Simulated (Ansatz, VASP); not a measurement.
**One calculation of Tl, two programs**

```xyz
1
Lattice="3.1169 0.0000 0.0000 0.0000 3.1169 0.0000 0.0000 0.0000 3.1169" Properties=species:S:1:pos:R:3 pbc="T T T"
Tl    0.0000    0.0000    0.0000
```

Alike in both runs: task relaxation of cell and atoms; functional PBEsol; k mesh 10 × 10 × 10; occupations fermi-dirac, width 0.1 eV; no spin polarisation.

|  | VASP | Ansatz |
| --- | --- | --- |
| version | VASP 6.6.1 | Ansatz 0.2.0 |
| potentials or method | VASP PAW PBE potentials, release 64 (Tl_d), cutoff 600 eV | plane waves (420 eV) with PAW, scalar-relativistic |
| valence electrons in the cell | 13 | 13 |

|  | VASP | Ansatz | Ansatz less VASP |
| --- | --- | --- | --- |
| relaxed volume (Å³/atom) | 30.94 | 30.94 | +0.001 |
| relaxed cell length with the largest relative difference (Å) | 3.139 | 3.139 | 0.0000 |

VASP's potentials were made for PBE, not for PBEsol, and Ansatz warns of the same on its side.

Neither program's run includes spin-orbit coupling.
